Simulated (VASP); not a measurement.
# Zn (Pm-3m) in VASP: a series of runs, part 2 of 2

VASP 6.6.1. The steps go on from the part before.

## (3) Single point, RPBE (volume scaled by 1.12)

Contents of INCAR:

```
SYSTEM = Zn
PREC = Accurate
ENCUT = 520
EDIFF = 1E-6
ISMEAR = -1
SIGMA = 0.1
LREAL = .False.
LASPH = .True.
NELM = 60
ALGO = Normal
ISIF = 2
LWAVE = .False.
LCHARG = .True.
GGA = RP
LELF = .True.
LVHAR = .True.
NBANDS = 12
```

Contents of KPOINTS:

```
Automatic mesh
0
Gamma
  13 13 13
  0 0 0
```

Contents of POSCAR:

```
Zn
1.0
    2.7785954300      0.0000000000      0.0000000000
    0.0000000000      2.7785954300      0.0000000000
    0.0000000000      0.0000000000      2.7785954300
Zn
1
Direct
    0.0000000000      0.0000000000      0.0000000000
```

Potentials or basis: VASP PAW PBE potentials, release 64 (Zn).

Command:

```console
cat potpaw_PBE.64/Zn/POTCAR > POTCAR
mpirun -np 1 vasp_std > vasp.out
```

OUTCAR:

```text
SYSTEM = Zn
   PREC = Accurate
   ENCUT = 520
   EDIFF = 1E-6
   ISMEAR = -1
   LREAL = .False.
   LASPH = .True.
   NELM = 60
   ISIF = 2
   GGA = RP

 ion  position               nearest neighbor table
   1  0.000  0.000  0.000-

  LATTYP: Found a simple cubic cell.
 ALAT       =     2.7785954300

  Lattice vectors:

 A1 = (   2.7785954300,   0.0000000000,   0.0000000000)
 A2 = (   0.0000000000,   2.7785954300,   0.0000000000)
 A3 = (   0.0000000000,   0.0000000000,   2.7785954300)

Analysis of symmetry for initial positions (statically):
=====================================================================
 Subroutine PRICEL returns:
 Original cell was already a primitive cell.

 Routine SETGRP: Setting up the symmetry group for a
 simple cubic supercell.

 Subroutine GETGRP returns: Found 48 space group operations
 (whereof 48 operations were pure point group operations)
 out of a pool of 48 trial point group operations.

The static configuration has the point symmetry O_h .

Analysis of symmetry for dynamics (positions and initial velocities):
=====================================================================
 Subroutine PRICEL returns:
 Original cell was already a primitive cell.

 Routine SETGRP: Setting up the symmetry group for a
 simple cubic supercell.

 Subroutine GETGRP returns: Found 48 space group operations
 (whereof 48 operations were pure point group operations)
 out of a pool of 48 trial point group operations.

The dynamic configuration has the point symmetry O_h .

 Subroutine INISYM returns: Found 48 space group operations
 (whereof 48 operations are pure point group operations),
 and found     1 'primitive' translations

----------------------------------------------------------------------------------------

                                     Primitive cell

  volume of cell :      21.4524

  direct lattice vectors                    reciprocal lattice vectors
     2.778595430  0.000000000  0.000000000     0.359894063  0.000000000  0.000000000
     0.000000000  2.778595430  0.000000000     0.000000000  0.359894063  0.000000000
     0.000000000  0.000000000  2.778595430     0.000000000  0.000000000  0.359894063

  length of vectors
     2.778595430  2.778595430  2.778595430     0.359894063  0.359894063  0.359894063

  position of ions in fractional coordinates (direct lattice)
     0.000000000  0.000000000  0.000000000

  ion indices of the primitive-cell ions
   primitive index   ion index
                 1           1

----------------------------------------------------------------------------------------

 KPOINTS: Automatic mesh

Automatic generation of k-mesh.
 Grid dimensions read from file:
 generate k-points for:   13   13   13

 Generating k-lattice:

  Cartesian coordinates                     Fractional coordinates (reciprocal lattice)
     0.027684159  0.000000000  0.000000000     0.076923077  0.000000000  0.000000000
     0.000000000  0.027684159  0.000000000     0.000000000  0.076923077  0.000000000
     0.000000000  0.000000000  0.027684159     0.000000000  0.000000000  0.076923077

  Length of vectors
     0.027684159  0.027684159  0.027684159

  Shift w.r.t. Gamma in fractional coordinates (k-lattice)
     0.000000000  0.000000000  0.000000000

 Subroutine IBZKPT returns following result:
 ===========================================

 Found     84 irreducible k-points:

 Following reciprocal coordinates:
            Coordinates               Weight
  0.000000  0.000000  0.000000      1.000000
  0.076923  0.000000  0.000000      6.000000
  0.153846  0.000000  0.000000      6.000000
  0.230769  0.000000  0.000000      6.000000
  0.307692  0.000000  0.000000      6.000000
  0.384615  0.000000  0.000000      6.000000
[... 16 lines left out ...]
  0.307692  0.307692  0.000000     12.000000
  0.384615  0.307692  0.000000     24.000000
 [... further k-points ...]
   k-points           NKPTS =     84   k-points in BZ     NKDIM =     84   number of bands    NBANDS=     12
   number of dos      NEDOS =    301   number of ions     NIONS =      1
   total plane-waves  NPLWV =  13824
   dimension x,y,z NGX =    24 NGY =   24 NGZ =   24
   dimension x,y,z NGXF=    48 NGYF=   48 NGZF=   48
   ions per type =               1
   NGX,Y,Z   is equivalent  to a cutoff of  14.36, 14.36, 14.36 a.u.
   NGXF,Y,Z  is equivalent  to a cutoff of  28.72, 28.72, 28.72 a.u.
 SYSTEM =  Zn
   PREC   = accura    normal or accurate (medium, high low for compatibility)
   ISTART =      0    job   : 0-new  1-cont  2-samecut
   ICHARG =      2    charge: 1-file 2-atom 10-const
   ISPIN  =      1    spin polarized calculation?
   LNONCOLLINEAR =      F non collinear calculations
   LSORBIT =      F    spin-orbit coupling
   LASPH  =      T    aspherical Exc in radial PAW
   ENCUT  =  520.0 eV  38.22 Ry    6.18 a.u.   5.17  5.17  5.17*2*pi/ulx,y,z
   NELM   =     60;   NELMIN=  2; NELMDL= -5     # of ELM steps
   EDIFF  = 0.1E-05   stopping-criterion for ELM
   LREAL  =      F    real-space projection
   EDIFFG = 0.1E-04   stopping-criterion for IOM
   NSW    =      0    number of steps for IOM
   IBRION =     -1    ionic relax: 0-MD 1-quasi-New 2-CG
   NFREE  =      0    steps in history (QN), initial steepest desc. (CG)
   ISIF   =      2    stress and relaxation
   ISYM   =      2    0-nonsym 1-usesym 2-fastsym
   POTIM  = 0.5000    time-step for ionic-motion
   TEBEG  =    0.0;   TEEND  =   0.0 temperature during run
   PSTRESS=    0.0 pullay stress
   NELECT =      12.0000    total number of electrons
   NUPDOWN=      -1.0000    fix difference up-down
   EMIN   =  10.00;   EMAX   =-10.00  energy-range for DOS
   EFERMI =   0.00;   METHOD = LEGACY
   ISMEAR =    -1;   SIGMA  =   0.10  broadening in eV -4-tet -1-fermi 0-gaus
   EFERMI_NEDOS =   21; number of points for ismear=-14 and -15
   IALGO  =     38    algorithm
   IMIX   =      4    mixing-type and parameters
     AMIX     =   0.40;   BMIX     =  1.00
     AMIX_MAG =   1.60;   BMIX_MAG =  1.00
  volume/ion in A,a.u.               =      21.45       144.77
  Fermi-wavevector in a.u.,A,eV,Ry     =   1.348890  2.549033 24.755865  1.819505
  Thomas-Fermi vector in A             =   2.476522
   LORBIT       =      0    0 simple, 1 ext, 2 COOP (PROOUT), +10 PAW based schemes
   GGA     = RP    functional components
   LHFCALC =     F    Hartree Fock is set to
   AEXX    =    0.0000 exact exchange contribution
   IVDW    =     0    specifies the selected vdW correction
   LEPSILON=     F    determine dielectric tensor
   LRPA    =     F    only Hartree local field effects (RPA)
 non-spin polarized calculation
  energy-cutoff  :      520.00
  volume of cell :       21.45
 maximum number of plane-waves:       591
 NGX is ok and might be reduce to    24
   NGX = 11   NGY = 11   NGZ = 11

 number of electron      12.0000011 magnetization

 Free energy of the ion-electron system (eV)
  ---------------------------------------------------
  ext. energy  EPLUGINS =         0.00000000
  ---------------------------------------------------
  free energy    TOTEN  =        -0.52206165 eV

  energy without entropy =       -0.51088071  energy(sigma->0) =       -0.51647118

 E-fermi :   1.0976     XC(G=0):  -9.6556

 val. band max:        1.0045433968   @ k =   0.4615   0.3077   0.3077
 cond. band min:       1.1938592387   @ k =   0.3846   0.0000   0.0000
 fundamental gap:      0.1893158420
 Fermi energy:         1.0975684172

 k-point     1 :       0.0000    0.0000    0.0000
  band No.  band energies     occupation
      1      -6.8762      2.00000
      2      -6.4071      2.00000
      3      -6.4071      2.00000
      4      -5.5693      2.00000
      5      -5.5693      2.00000
      6      -5.5693      2.00000
      7      12.0240      0.00000
      8      12.0240      0.00000
      9      12.0240      0.00000
     10      14.7820      0.00000
     11      14.7820      0.00000
     12      16.7630      0.00000
[... 331 lines left out ...]
 k-point    24 :       0.3846    0.3077    0.0000
  band No.  band energies     occupation
      1      -6.2255      2.00000
      2      -6.1487      2.00000
      3      -5.7553      2.00000
      4      -5.7036      2.00000
      5      -5.6814      2.00000
      6      -1.9295      2.00000
      7       2.8778      0.00000
      8       6.2263      0.00000
      9      11.3145      0.00000
     10      16.8651      0.00000
     11      19.3426      0.00000
     12      23.0090      0.00000

 [... further k-points ...]

------------------------ aborting loop because EDIFF is reached ----------------------------------------

  FORCE on cell =-STRESS in cart. coord.  units (eV):
  Direction    XX          YY          ZZ          XY          YZ          ZX
  --------------------------------------------------------------------------------------
  -------------------------------------------------------------------------------------
  Total       -0.4215823     -0.4215823     -0.4215823     -0.0000000      0.0000000     -0.0000000
  in kB      -31.4859661    -31.4859661    -31.4859661     -0.0000000      0.0000000     -0.0000000
  external PRESSURE =     -31.4859661 kB  Pullay stress =       0.0000000 kB

 VOLUME and BASIS-vectors are now :
 -----------------------------------------------------------------------------
  energy-cutoff  :      520.00
  volume of cell :       21.45
      direct lattice vectors                 reciprocal lattice vectors
     2.778595430  0.000000000  0.000000000     0.359894063  0.000000000  0.000000000
     0.000000000  2.778595430  0.000000000     0.000000000  0.359894063  0.000000000
     0.000000000  0.000000000  2.778595430     0.000000000  0.000000000  0.359894063

 POSITION                                       TOTAL-FORCE (eV/Angst)
 -----------------------------------------------------------------------------------
      0.00000      0.00000      0.00000         0.000000      0.000000      0.000000
 -----------------------------------------------------------------------------------
    total drift:                                0.000000     -0.000000      0.000000

  FREE ENERGIE OF THE ION-ELECTRON SYSTEM (eV)
  ---------------------------------------------------
  free  energy   TOTEN  =        -0.5220616487 eV

  energy  without entropy=       -0.5108807072  energy(sigma->0) =       -0.51647118
```

stdout:

```text
POSCAR found type information on POSCAR Zn
 POSCAR found :  1 types and       1 ions
 scaLAPACK will be used
 -----------------------------------------------------------------------------
|                                                                             |
|                                                                             |
|     You enforced a specific xc type in the INCAR file but a different       |
|     I HOPE YOU KNOW WHAT YOU ARE DOING!                                     |
|                                                                             |
 -----------------------------------------------------------------------------

 LDA part: xc-table for (Slater+PW92), standard interpolation
 POSCAR, INCAR and KPOINTS ok, starting setup
 FFT: planning ... GRIDC
 FFT: planning ... GRID_SOFT
 FFT: planning ... GRID
 WAVECAR not read
 entering main loop
```

Wall time 9.6 s (1 thread of Intel Xeon Platinum 8375C at 2.90GHz (Ice Lake), shared host); peak memory 0.14 GiB.

Results:

* Free energy: -0.5221 eV
* Pressure: -3.1 GPa
* Band gap on the k mesh: zero (band 6 reaches 5.11 eV, above the bottom of band 7 at -0.57 eV)

Caveat: the cell differs from its parent crystal (volume scaled by 1.12); the PAW data sets were made with another functional, which shifts forces and pressure a little.

## (4) Relaxation of cell and atoms, RPBE

This run uses another cell than the first one, of 16.43 Å³/atom, 0.794 times its volume.

Contents of INCAR:

```
SYSTEM = Zn
ALGO = Normal
EDIFF = 1E-7
EDIFFG = -0.01
ENCUT = 600
GGA = RP
IBRION = 2
ISIF = 3
ISMEAR = -1
LASPH = .True.
LCHARG = .False.
LREAL = .False.
LWAVE = .False.
NELM = 100
NSW = 80
PREC = Accurate
SIGMA = 0.1
```

Contents of KPOINTS:

```
k-points
0
Gamma
  12 12 12
  0 0 0
```

Contents of POSCAR:

```
Zn
1.0
    2.5420818099      0.0000000000      0.0000000000
    0.0000000000      2.5420818099      0.0000000000
    0.0000000000      0.0000000000      2.5420818099
Zn
1
Direct
    0.0000000000      0.0000000000      0.0000000000
```

Potentials or basis: VASP PAW PBE potentials, release 64 (Zn).

Command:

```console
cat potpaw_PBE.64/Zn/POTCAR > POTCAR
mpirun -np 1 vasp_std > vasp.out
```

OUTCAR:

```text
SYSTEM = Zn
   EDIFF = 1E-7
   EDIFFG = -0.01
   ENCUT = 600
   GGA = RP
   IBRION = 2
   ISIF = 3
   ISMEAR = -1
   LASPH = .True.
   LREAL = .False.
   NELM = 100
   NSW = 80
   PREC = Accurate

 ion  position               nearest neighbor table
   1  0.000  0.000  0.000-

  LATTYP: Found a simple cubic cell.
 ALAT       =     2.5420818099

  Lattice vectors:

 A1 = (   2.5420818099,   0.0000000000,   0.0000000000)
 A2 = (   0.0000000000,   2.5420818099,   0.0000000000)
 A3 = (   0.0000000000,   0.0000000000,   2.5420818099)

Analysis of symmetry for initial positions (statically):
=====================================================================
 Subroutine PRICEL returns:
[... 290 lines left out ...]

 k-point     1 :       0.0000    0.0000    0.0000
  band No.  band energies     occupation
      1      -6.9812      2.00000
      2      -6.1113      2.00000
      3      -6.1113      2.00000
      4      -5.0780      2.00000
      5      -5.0780      2.00000
      6      -5.0780      2.00000
      7      13.4340      0.00000
      8      13.4340      0.00000
      9      13.4340      0.00000
     10      16.2417      0.00000
[... 287 lines left out ...]
 k-point    24 :       0.4167    0.3333    0.0000
  band No.  band energies     occupation
      1      -5.8871      2.00000
      2      -5.8740      2.00000
      3      -5.3207      2.00000
      4      -5.2616      2.00000
      5      -5.1262      2.00000
      6      -0.6729      2.00000
      7       3.0192      0.00000
      8       6.9978      0.00000
      9      11.1352      0.00000
     10      19.6484      0.00000

 [... further k-points ...]

------------------------ aborting loop because EDIFF is reached ----------------------------------------

  FORCE on cell =-STRESS in cart. coord.  units (eV):
  Direction    XX          YY          ZZ          XY          YZ          ZX
  --------------------------------------------------------------------------------------
  -------------------------------------------------------------------------------------
  Total        0.0030272      0.0030272      0.0030272      0.0000000     -0.0000000     -0.0000000
  in kB        0.2525691      0.2525691      0.2525691      0.0000000     -0.0000000     -0.0000000
  external PRESSURE =       0.2525691 kB  Pullay stress =       0.0000000 kB
[... 16 lines left out ...]
  FREE ENERGIE OF THE ION-ELECTRON SYSTEM (eV)
  ---------------------------------------------------
  free  energy   TOTEN  =        -0.5379889502 eV

  energy  without entropy=       -0.5237361280  energy(sigma->0) =       -0.53086254

 reached required accuracy - stopping structural energy minimisation
```

CONTCAR:

```text
Zn
   1.00000000000000
     2.6778696919375968    0.0000000000000000   -0.0000000000000000
    -0.0000000000000000    2.6778696919375964   -0.0000000000000000
     0.0000000000000000    0.0000000000000000    2.6778696919375968
  Zn
     1
Direct
     0.0000000000000000    0.0000000000000000    0.0000000000000000

  0.00000000E+00  0.00000000E+00  0.00000000E+00
```

Wall time 34 s (1 thread of Intel Xeon Platinum 8375C at 2.90GHz (Ice Lake), shared host); peak memory 0.13 GiB.

What came out:

| Item | Value |
| --- | --- |
| Free energy | -0.5380 eV |
| Relaxed volume | 19.20 Å³/atom |
| Relaxed cell | a = 2.678 Å, b = 2.678 Å, c = 2.678 Å, α = 90.00°, β = 90.00°, γ = 90.00° |
| Space group after relaxing (to 0.05 Å) | Pm-3m (No. 221) |
| Energy gained by relaxing | 69.4 meV/atom |
| Ionic steps | 4 |
| Pressure after relaxing | 0.0 GPa |
| Band gap on the k mesh | zero (band 6 reaches 6.96 eV, above the bottom of band 7 at -0.94 eV) |

The path:
```csv
step,energy change (eV),largest force (eV/Å),pressure (GPa),volume (Å³)
1,0.0000,0.0000,9.41,16.43
2,-0.0684,0.0000,0.84,18.83
3,-0.0694,0.0000,-0.10,19.26
4,-0.0694,0.0000,0.03,19.20
```

Final structure:
```
Zn
1.0
     2.67787    0.00000    0.00000
     0.00000    2.67787    0.00000
     0.00000    0.00000    2.67787
Zn
1
Cartesian
  0.0000 0.0000 0.0000
```

Caveat: the volume moved by over 15 % at a fixed basis, so the end points are rough; the PAW data sets were made with another functional, which shifts forces and pressure a little.

## (5) Single point, RPBE

This run uses another cell than the first one, of 19.15 Å³/atom, 0.926 times its volume.

Contents of INCAR:

```
SYSTEM = Zn
PREC = Accurate ; ENCUT = 520
EDIFF = 1E-6 ; ISMEAR = -1
SIGMA = 0.1 ; LREAL = .False.
LASPH = .True. ; NELM = 100
ALGO = Normal ; ISIF = 2
LWAVE = .False. ; LCHARG = .False.
GGA = RP ; NBANDS = 12
```

Contents of KPOINTS:

```
regular mesh
0
Gamma
  19 19 19
  0 0 0
```

Contents of POSCAR:

```
Zn
1.0
    2.6755884316      0.0000000000      0.0000000000
    0.0000000000      2.6755884316      0.0000000000
    0.0000000000      0.0000000000      2.6755884316
Zn
1
Direct
    0.0000000000      0.0000000000      0.0000000000
```

Command:

```console
cat potpaw_PBE.64/Zn/POTCAR > POTCAR
mpirun -np 1 vasp_std > vasp.out
```

It took 23 s on 1 thread of Intel Xeon Platinum 8375C at 2.90GHz (Ice Lake), shared host; peak memory 0.16 GiB.

It converged, with:

```
Free energy            : -0.5446 eV
Pressure               : 0.2 GPa
Band gap on the k mesh : zero (band 6 reaches 6.52 eV, above the bottom of band 7 at -0.47 eV)
```

Levels at points of the mesh, in eV from the Fermi level:
```tsv
k point	band 3	band 4	band 5	band 6	band 7	band 8	band 9	band 10
(0.00, 0.00, 0.00)	-7.73	-6.69	-6.69	-6.69	11.84	11.84	11.84	14.65
```

Caveat: the PAW data sets were made with another functional, which shifts forces and pressure a little.

## (6) Summary

| task | cell | k mesh | cutoff (eV) | gap on the mesh (eV) | pressure (GPa) |
| --- | --- | --- | --- | --- | --- |
| single point | a = 2.745 Å, 1 atom | 13 × 13 × 13 | 520 | none | -2.3 |
| single point | a = 2.779 Å, 1 atom | 13 × 13 × 13 | 520 | none | -3.1 |
| relaxation of cell and atoms | relaxed from a = 2.542 Å, 1 atom | 12 × 12 × 12 | 600 | none | 0.0 |
| single point | a = 2.676 Å, 1 atom | 19 × 19 × 19 | 520 | none | 0.2 |

Alike in all rows: level RPBE; potentials or basis VASP PAW PBE potentials, release 64 (Zn); no spin polarisation; smearing fermi-dirac 0.1 eV.

Caveats: the PAW data sets were made with another functional, which shifts forces and pressure a little; the volume moved by over 15 % at a fixed basis, so the end points are rough (some runs).

Total energies depend on the potentials used, so only differences within one code and one set of settings carry meaning.
